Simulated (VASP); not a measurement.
# Al2O3 (R-3c) in VASP: a series of runs

Al2O3 is run at these levels: PBEsol; tasks: single point.

Everything below comes from runs of VASP 6.6.1. Logs are shortened: lines on timing, memory, paths and dates and some standing lists are left out, and cuts for length are marked.

### Step 1. The cell of the first run

It takes space group R-3c (No. 167, trigonal). The conventional cell has a = 4.385 Å, b = 4.385 Å, c = 12.953 Å, α = 90.00°, β = 90.00°, γ = 120.00°. Al (site symmetry 3) has 6 O at 1.74 to 1.88 Å within 2.3 Å. Within 2.3 Å of O (site symmetry 2) lie 4 Al at 1.74 to 1.88 Å.

### Step 2. Single point, PBEsol (volume 7.190 Å^3 an atom, c/a of the conventional cell 2.9538)

INCAR

```
  ALGO = Normal
  EDIFF = 1E-6
  ENCUT = 520
  GGA = PS
  ISIF = 2
  ISMEAR = 0
  LASPH = True
  LCHARG = False
  LREAL = False
  LWAVE = False
  NBANDS = 35
  NELM = 80
  PREC = Accurate
  SIGMA = 0.05
```

KPOINTS

```
k-points
0
Gamma
  6 6 6
```

POSCAR

```
Al2O3
1.0
    2.1925498691      1.2658692571      4.3175692022
   -2.1925498691      1.2658692571      4.3175692022
    0.0000000000     -2.5317385143      4.3175692022
Al O
4 6
Direct
    0.8520350473      0.8520350473      0.8520350473
    0.6479649527      0.6479649527      0.6479649527
    0.1479649527      0.1479649527      0.1479649527
    0.3520350473      0.3520350473      0.3520350473
    0.0558571577      0.4441428423      0.7500000000
    0.7500000000      0.0558571577      0.4441428423
    0.4441428423      0.7500000000      0.0558571577
    0.9441428423      0.5558571577      0.2500000000
    0.2500000000      0.9441428423      0.5558571577
    0.5558571577      0.2500000000      0.9441428423
```

Potentials or basis: VASP PAW PBE potentials, release 64 (Al, O).

Command:

```
$ cat potpaw_PBE.64/Al/POTCAR potpaw_PBE.64/O/POTCAR > POTCAR
$ mpirun -np 1 vasp_std > vasp.out
```

OUTCAR:

```text
EDIFF = 1E-6
   ENCUT = 520
   GGA = PS
   ISIF = 2
   ISMEAR = 0
   LASPH = True
   LREAL = False
   NELM = 80
   PREC = Accurate

 ion  position               nearest neighbor table
   1  0.852  0.852  0.852-   9 1.74  10 1.74   8 1.74   7 1.88   5 1.88   6 1.88   3 2.58   3 2.58
                             3 2.58   2 2.64   2 3.04   2 3.04   2 3.04   4 3.33   4 3.33   4 3.33
   2  0.648  0.648  0.648-  10 1.74   9 1.74   8 1.74   6 1.88   5 1.88   7 1.88   4 2.58   4 2.58
                             4 2.58   1 2.64   1 3.04   1 3.04   1 3.04   3 3.33   3 3.33   3 3.33
   3  0.148  0.148  0.148-   6 1.74   7 1.74   5 1.74  10 1.88   8 1.88   9 1.88   1 2.58   1 2.58
                             1 2.58   4 2.64   4 3.04   4 3.04   4 3.04   2 3.33   2 3.33   2 3.33
   4  0.352  0.352  0.352-   7 1.74   6 1.74   5 1.74   9 1.88   8 1.88  10 1.88   2 2.58   2 2.58
                             2 2.58   3 2.64   3 3.04   3 3.04   3 3.04   1 3.33   1 3.33   1 3.33
   5  0.056  0.444  0.750-   3 1.74   4 1.74   1 1.88   2 1.88
   6  0.750  0.056  0.444-   3 1.74   4 1.74   2 1.88   1 1.88
   7  0.444  0.750  0.056-   4 1.74   3 1.74   1 1.88   2 1.88
   8  0.944  0.556  0.250-   1 1.74   2 1.74   3 1.88   4 1.88
   9  0.250  0.944  0.556-   1 1.74   2 1.74   4 1.88   3 1.88
  10  0.556  0.250  0.944-   2 1.74   1 1.74   3 1.88   4 1.88

  LATTYP: Found a trigonal (rhomboedric) cell.
 ALAT       =     5.0051077631
 COS(alpha) =     0.6162025448

  Lattice vectors:

 A1 = (   2.1925498691,   1.2658692571,   4.3175692022)
 A2 = (  -2.1925498691,   1.2658692571,   4.3175692022)
 A3 = (   0.0000000000,  -2.5317385143,   4.3175692022)

Analysis of symmetry for initial positions (statically):
=====================================================================
 Subroutine PRICEL returns:
 Original cell was already a primitive cell.

 Routine SETGRP: Setting up the symmetry group for a
 trigonal (rhombohedral) supercell.

 Subroutine GETGRP returns: Found 12 space group operations
 (whereof  6 operations were pure point group operations)
 out of a pool of 12 trial point group operations.

The static configuration has the point symmetry S_6 .
 The point group associated with its full space group is D_3d.

Analysis of symmetry for dynamics (positions and initial velocities):
=====================================================================
 Subroutine PRICEL returns:
 Original cell was already a primitive cell.

 Routine SETGRP: Setting up the symmetry group for a
 trigonal (rhombohedral) supercell.

 Subroutine GETGRP returns: Found 12 space group operations
 (whereof  6 operations were pure point group operations)
 out of a pool of 12 trial point group operations.

The dynamic configuration has the point symmetry S_6 .
 The point group associated with its full space group is D_3d.

 Subroutine INISYM returns: Found 12 space group operations
 (whereof  6 operations are pure point group operations),
 and found     1 'primitive' translations

----------------------------------------------------------------------------------------

                                     Primitive cell

  volume of cell :      71.9000

  direct lattice vectors                    reciprocal lattice vectors
     2.192549869  1.265869257  4.317569202     0.228044984  0.131661833  0.077203935
    -2.192549869  1.265869257  4.317569202    -0.228044984  0.131661833  0.077203935
     0.000000000 -2.531738514  4.317569202     0.000000000 -0.263323666  0.077203935

  length of vectors
     5.005107763  5.005107763  5.005107763     0.274408091  0.274408091  0.274408091

  position of ions in fractional coordinates (direct lattice)
     0.852035047  0.852035047  0.852035047
     0.647964953  0.647964953  0.647964953
     0.147964953  0.147964953  0.147964953
     0.352035047  0.352035047  0.352035047
     0.055857158  0.444142842  0.750000000
     0.750000000  0.055857158  0.444142842
     0.444142842  0.750000000  0.055857158
     0.944142842  0.555857158  0.250000000
     0.250000000  0.944142842  0.555857158
     0.555857158  0.250000000  0.944142842

  ion indices of the primitive-cell ions
   primitive index   ion index
                 1           1
                 2           2
                 3           3
                 4           4
                 5           5
                 6           6
                 7           7
                 8           8
                 9           9
                10          10

----------------------------------------------------------------------------------------

 KPOINTS: k-points

Automatic generation of k-mesh.
 Grid dimensions read from file:
 generate k-points for:    6    6    6

 Generating k-lattice:

  Cartesian coordinates                     Fractional coordinates (reciprocal lattice)
     0.038007497  0.021943639  0.012867323     0.166666667  0.000000000  0.000000000
[... 43 lines left out ...]
   NELM   =     80;   NELMIN=  2; NELMDL= -5     # of ELM steps
   EDIFF  = 0.1E-05   stopping-criterion for ELM
   LREAL  =      F    real-space projection
[... 7 lines left out ...]
   TEBEG  =    0.0;   TEEND  =   0.0 temperature during run
   PSTRESS=    0.0 pullay stress
   NELECT =      48.0000    total number of electrons
   NUPDOWN=      -1.0000    fix difference up-down
   EMIN   =  10.00;   EMAX   =-10.00  energy-range for DOS
   EFERMI =   0.00;   METHOD = LEGACY
   ISMEAR =     0;   SIGMA  =   0.05  broadening in eV -4-tet -1-fermi 0-gaus
   EFERMI_NEDOS =   21; number of points for ismear=-14 and -15
   IALGO  =     38    algorithm
   IMIX   =      4    mixing-type and parameters
     AMIX     =   0.40;   BMIX     =  1.00
     AMIX_MAG =   1.60;   BMIX_MAG =  1.00
  volume/ion in A,a.u.               =       7.19        48.52
  Fermi-wavevector in a.u.,A,eV,Ry     =   1.430800  2.703820 27.853694  2.047189
  Thomas-Fermi vector in A             =   2.550606
   LORBIT       =      0    0 simple, 1 ext, 2 COOP (PROOUT), +10 PAW based schemes
   GGA     = PS    functional components
   LHFCALC =     F    Hartree Fock is set to
   AEXX    =    0.0000 exact exchange contribution
   IVDW    =     0    specifies the selected vdW correction
   LEPSILON=     F    determine dielectric tensor
   LRPA    =     F    only Hartree local field effects (RPA)
 non-spin polarized calculation
 Gauss-broadening in eV      SIGMA  =   0.05
  energy-cutoff  :      520.00
  volume of cell :       71.90
 maximum number of plane-waves:      1950
 NGX is ok and might be reduce to    40
   NGX = 19   NGY = 19   NGZ = 19

 number of electron      48.0000009 magnetization

 Free energy of the ion-electron system (eV)
  ---------------------------------------------------
  ext. energy  EPLUGINS =         0.00000000
  ---------------------------------------------------
  free energy    TOTEN  =       -75.76084889 eV

  energy without entropy =      -75.76084889  energy(sigma->0) =      -75.76084889

 E-fermi :   8.5857     XC(G=0): -12.7961

 val. band max:        8.3727206627   @ k =   0.0000   0.0000   0.0000
 cond. band min:      16.4032870717   @ k =   0.0000   0.0000   0.0000
 fundamental gap:      8.0305664091
 Fermi energy:         8.5857020129

 k-point     1 :       0.0000    0.0000    0.0000
  band No.  band energies     occupation
      1     -12.5415      2.00000
      2      -9.8777      2.00000
      3      -8.8832      2.00000
      4      -8.8832      2.00000
      5      -8.5666      2.00000
      6      -8.5666      2.00000
[... 27 lines left out ...]
     34      23.9600      0.00000
     35      24.0451      0.00000

 k-point     2 :       0.1667    0.0000    0.0000
  band No.  band energies     occupation
      1     -12.3523      2.00000
      2      -9.8480      2.00000
      3      -9.1276      2.00000
      4      -8.9460      2.00000
      5      -8.6643      2.00000
      6      -8.6114      2.00000
[... 27 lines left out ...]
     34      23.1612      0.00000
     35      23.4477      0.00000
[... 796 lines left out ...]
     34      22.9548      0.00000
     35      23.3448      0.00000

 k-point    24 :      -0.3333    0.5000    0.1667
  band No.  band energies     occupation
      1     -10.8620      2.00000
      2     -10.4113      2.00000
      3      -9.9852      2.00000
      4      -9.6286      2.00000
      5      -8.9672      2.00000
      6      -8.6382      2.00000
[... 27 lines left out ...]
     34      22.1411      0.00000
     35      23.0585      0.00000

 [... further k-points ...]
[... 5 lines left out ...]
  --------------------------------------------------------------------------------------
  -------------------------------------------------------------------------------------
  Total       35.4506689     35.4506689     14.0409906      0.0000000     -0.0000000      0.0000000
  in kB      789.9618651    789.9618651    312.8811796      0.0000000     -0.0000000      0.0000000
  external PRESSURE =     630.9349699 kB  Pullay stress =       0.0000000 kB

 VOLUME and BASIS-vectors are now :
 -----------------------------------------------------------------------------
  energy-cutoff  :      520.00
  volume of cell :       71.90
      direct lattice vectors                 reciprocal lattice vectors
     2.192549869  1.265869257  4.317569202     0.228044984  0.131661833  0.077203935
    -2.192549869  1.265869257  4.317569202    -0.228044984  0.131661833  0.077203935
     0.000000000 -2.531738514  4.317569202     0.000000000 -0.263323666  0.077203935

 POSITION                                       TOTAL-FORCE (eV/Angst)
 -----------------------------------------------------------------------------------
      0.00000     -0.00000     11.03616         0.000000      0.000000     -1.014795
      0.00000     -0.00000      8.39290         0.000000     -0.000000      1.014795
      0.00000     -0.00000      1.91655         0.000000     -0.000000      1.014795
      0.00000     -0.00000      4.55981         0.000000      0.000000     -1.014795
     -0.85134     -1.26587      5.39696         0.305256      0.000000     -0.000000
      1.52194     -0.10434      5.39696        -0.152628      0.264360     -0.000000
     -0.67061      1.37021      5.39696        -0.152628     -0.264360     -0.000000
      0.85134      1.26587      7.55575        -0.305256      0.000000     -0.000000
     -1.52194      0.10434      7.55575         0.152628     -0.264360     -0.000000
      0.67061     -1.37021      7.55575         0.152628      0.264360     -0.000000
 -----------------------------------------------------------------------------------
    total drift:                                0.000000      0.000000     -0.000000

  FREE ENERGIE OF THE ION-ELECTRON SYSTEM (eV)
  ---------------------------------------------------
  free  energy   TOTEN  =       -75.7608488885 eV

  energy  without entropy=      -75.7608488884  energy(sigma->0) =      -75.76084889
```

Run time: 63 s. Hardware: 1 thread of AMD EPYC 9R45 (Zen 5), shared host; peak memory 0.22 GiB.

Results:

| Property | Result |
| --- | --- |
| Free energy | -75.7608 eV |
| Pressure | 63.1 GPa |
| Largest force | 1.015 eV/Å |
| Band gap on the k mesh | 8.03 eV, direct |

Forces on the atoms (eV/Å):
```
Al   0.000  0.000 -1.015
Al   0.000  0.000  1.015
Al   0.000  0.000  1.015
Al   0.000  0.000 -1.015
O    0.305  0.000  0.000
O   -0.153  0.264  0.000
O   -0.153 -0.264  0.000
O   -0.305  0.000  0.000
O    0.153 -0.264  0.000
O    0.153  0.264  0.000
```

Stress tensor (GPa, compression positive):
```
79.00  0.00  0.00
 0.00 79.00  0.00
 0.00  0.00 31.29
```

Caveat: the PAW data sets were made with another functional, which shifts forces and pressure a little.

### Step 3. Single point, PBEsol (volume 7.190 Å^3 an atom, c/a of the conventional cell 2.5162)

INCAR

```
SYSTEM = Al2O3
  ALGO = Normal
  EDIFF = 1E-6
  ENCUT = 520
  GGA = PS
  ISIF = 2
  ISMEAR = 0
  LASPH = .True.
  LCHARG = .True.
  LELF = .True.
  LREAL = .False.
  LVHAR = .True.
  LWAVE = .False.
  NBANDS = 35
  NELM = 80
  PREC = Accurate
  SIGMA = 0.05
```

KPOINTS

```
k-points
0
Gamma
  6 6 6
  0 0 0
```

POSCAR: that of step 2 with these lines changed.

```diff
@@ -2,5 +2,5 @@
 1.0
-    2.1925498691      1.2658692571      4.3175692022
-   -2.1925498691      1.2658692571      4.3175692022
-    0.0000000000     -2.5317385143      4.3175692022
+    2.3129244982      1.3353675816      3.8798537482
+   -2.3129244982      1.3353675816      3.8798537482
+    0.0000000000     -2.6707351633      3.8798537482
 Al O
```

Potentials or basis: VASP PAW PBE potentials, release 64 (Al, O).

Command:

```
$ cat potpaw_PBE.64/Al/POTCAR potpaw_PBE.64/O/POTCAR > POTCAR
$ mpirun -np 1 vasp_std > vasp.out
```

Run time: 52 s. Hardware: 1 thread of AMD EPYC 9R45 (Zen 5), shared host; peak memory 0.19 GiB.

It converged, with:

* Free energy: -75.9992 eV
* Pressure: 59.8 GPa
* Largest force: 1.149 eV/Å
* Band gap on the k mesh: 7.31 eV, direct

Forces on the atoms (eV/Å):
```
Al   0.000  0.000  1.149
Al   0.000  0.000 -1.149
Al   0.000  0.000 -1.149
Al   0.000  0.000  1.149
O    0.225  0.000  0.000
O   -0.113  0.195  0.000
O   -0.113 -0.195  0.000
O   -0.225  0.000  0.000
O    0.113 -0.195  0.000
O    0.113  0.195  0.000
```

Stress tensor (GPa, compression positive):
```
47.84  0.00  0.00
 0.00 47.84  0.00
 0.00  0.00 83.77
```

Levels at points of the mesh, in eV from the valence-band top:
```tsv
k point	band 21	band 22	band 23	band 24	band 25	band 26	band 27	band 28
(0.00, 0.00, 0.00)	-1.21	-0.91	-0.91	0.00	7.31	8.91	11.39	12.64
(0.50, 0.00, 0.00)	-1.57	-1.57	-0.77	-0.77	9.57	9.57	11.28	11.28
(0.50, 0.50, 0.00)	-1.84	-1.81	-1.25	-0.67	8.73	10.08	10.90	11.35
(0.50, 0.50, 0.50)	-1.39	-1.39	-1.39	-1.39	9.12	9.12	11.73	11.73
```

Caveat: the PAW data sets were made with another functional, which shifts forces and pressure a little. A k mesh can miss the band edges.

### Step 4. Single point, PBEsol (volume 7.190 Å^3 an atom, c/a of the conventional cell 2.8001)

INCAR

```
PREC = Accurate ; ENCUT = 520
EDIFF = 1E-7 ; ISMEAR = 0
SIGMA = 0.05 ; LREAL = False
LASPH = True ; NELM = 100
ALGO = Normal ; ISIF = 2
LWAVE = False ; LCHARG = False
GGA = PS ; NBANDS = 35
```

KPOINTS

```
Automatic mesh
0
Gamma
  6 6 6
```

POSCAR: that of step 3 with these lines changed.

```diff
@@ -2,5 +2,5 @@
 1.0
-    2.3129244982      1.3353675816      3.8798537482
-   -2.3129244982      1.3353675816      3.8798537482
-    0.0000000000     -2.6707351633      3.8798537482
+    2.2319544554      1.2886195057      4.1664637804
+   -2.2319544554      1.2886195057      4.1664637804
+    0.0000000000     -2.5772390113      4.1664637804
 Al O
```

Command:

```
$ cat potpaw_PBE.64/Al/POTCAR potpaw_PBE.64/O/POTCAR > POTCAR
$ mpirun -np 1 vasp_std > vasp.out
```

It took 54 s on 1 thread of AMD EPYC 9R45 (Zen 5), shared host; peak memory 0.19 GiB.

It converged, with:

| Quantity | Value |
| --- | --- |
| Free energy | -76.2892 eV |
| Pressure | 61.6 GPa |
| Largest force | 0.427 eV/Å |
| Band gap on the k mesh | 8.33 eV, direct |

Forces on the atoms (eV/Å):
```
Al   0.000  0.000 -0.427
Al   0.000  0.000  0.427
Al   0.000  0.000  0.427
Al   0.000  0.000 -0.427
O    0.256  0.000  0.000
O   -0.128  0.222  0.000
O   -0.128 -0.222  0.000
O   -0.256  0.000  0.000
O    0.128 -0.222  0.000
O    0.128  0.222  0.000
```

Stress tensor (GPa, compression positive):
```
67.78  0.00  0.00
 0.00 67.78  0.00
 0.00  0.00 49.16
```

Levels at points of the mesh, in eV from the valence-band top:
| k point | band 20 | band 21 | band 22 | band 23 | band 24 | band 25 | band 26 | band 27 | band 28 | band 29 |
| --- | --- | --- | --- | --- | --- | --- | --- | --- | --- | --- |
| (0.00, 0.00, 0.00) | -0.70 | -0.70 | -0.24 | 0.00 | 0.00 | 8.33 | 10.51 | 12.54 | 12.54 | 12.77 |
| (0.50, 0.00, 0.00) | -1.61 | -1.24 | -1.24 | -0.49 | -0.49 | 10.70 | 10.70 | 11.41 | 11.41 | 12.68 |
| (0.50, 0.50, 0.00) | -1.70 | -1.33 | -1.14 | -1.10 | -0.45 | 10.27 | 11.29 | 11.31 | 12.22 | 12.51 |
| (0.50, 0.50, 0.50) | -2.62 | -0.43 | -0.43 | -0.43 | -0.43 | 10.39 | 10.39 | 12.42 | 12.42 | 13.83 |

Caveat: the PAW data sets were made with another functional, which shifts forces and pressure a little.

### Step 5. Single point, PBEsol (volume 7.190 Å^3 an atom, c/a of the conventional cell 2.6543)

INCAR

```
PREC = Accurate ; ENCUT = 520
EDIFF = 1E-6 ; ISMEAR = 0
SIGMA = 0.05 ; LREAL = F
LASPH = T ; NELM = 80
ALGO = Normal ; ISIF = 2
LWAVE = F ; LCHARG = T
GGA = PS ; LELF = T
LVHAR = T ; NBANDS = 35
```

KPOINTS

```
regular mesh
0
Gamma
  6 6 6
```

POSCAR: that of step 4 with these lines changed.

```diff
@@ -2,5 +2,5 @@
 1.0
-    2.2319544554      1.2886195057      4.1664637804
-   -2.2319544554      1.2886195057      4.1664637804
-    0.0000000000     -2.5772390113      4.1664637804
+    2.2720951071      1.3117947217      4.0205480285
+   -2.2720951071      1.3117947217      4.0205480285
+    0.0000000000     -2.6235894434      4.0205480285
 Al O
```

Command:

```
$ cat potpaw_PBE.64/Al/POTCAR potpaw_PBE.64/O/POTCAR > POTCAR
$ mpirun -np 1 vasp_std > vasp.out
```

Run time: 54 s. Hardware: 1 thread of AMD EPYC 9R45 (Zen 5), shared host; peak memory 0.19 GiB.

The run converged. Its results:

- Free energy: -76.3622 eV
- Pressure: 60.4 GPa
- Largest force: 0.296 eV/Å
- Band gap on the k mesh: 8.00 eV, direct

Forces on the atoms (eV/Å):
```
Al   0.000  0.000  0.296
Al   0.000  0.000 -0.296
Al   0.000  0.000 -0.296
Al   0.000  0.000  0.296
O    0.234  0.000  0.000
O   -0.117  0.202  0.000
O   -0.117 -0.202  0.000
O   -0.234  0.000  0.000
O    0.117 -0.202  0.000
O    0.117  0.202  0.000
```

Stress tensor (GPa, compression positive):
```
57.36  0.00  0.00
 0.00 57.36  0.00
 0.00  0.00 66.62
```

Levels at points of the mesh, in eV from the valence-band top:
| k point | band 22 | band 23 | band 24 | band 25 | band 26 | band 27 |
| --- | --- | --- | --- | --- | --- | --- |
| (0.00, 0.00, 0.00) | -0.37 | -0.37 | 0.00 | 8.00 | 9.78 | 12.37 |
| (0.50, 0.00, 0.00) | -1.37 | -0.55 | -0.55 | 10.31 | 10.31 | 11.69 |
| (0.50, 0.50, 0.00) | -1.39 | -1.10 | -0.50 | 9.60 | 10.88 | 11.26 |
| (0.50, 0.50, 0.50) | -0.83 | -0.83 | -0.83 | 9.86 | 9.86 | 12.24 |

Caveat: the PAW data sets were made with another functional, which shifts forces and pressure a little.

### Step 6. Overview

```csv
cell,gap on the mesh (eV),pressure (GPa),largest force (eV/Å)
"a = 5.005 Å, angles 52.0°, 10 atoms",8.03,63.1,1.01
"a = 4.710 Å, angles 58.8°, 10 atoms",7.31,59.8,1.15
"a = 4.899 Å, angles 54.2°, 10 atoms",8.33,61.6,0.43
"a = 4.801 Å, angles 56.5°, 10 atoms",8.00,60.4,0.30
```

Alike in all rows: task single point; level PBEsol; potentials or basis VASP PAW PBE potentials, release 64 (Al, O); no spin polarisation; k mesh 6 × 6 × 6; cutoff (eV) 520; smearing gaussian 0.05 eV.

Caveats: the PAW data sets were made with another functional, which shifts forces and pressure a little.

Total energies depend on the potentials used, so only differences within one code and one set of settings carry meaning.
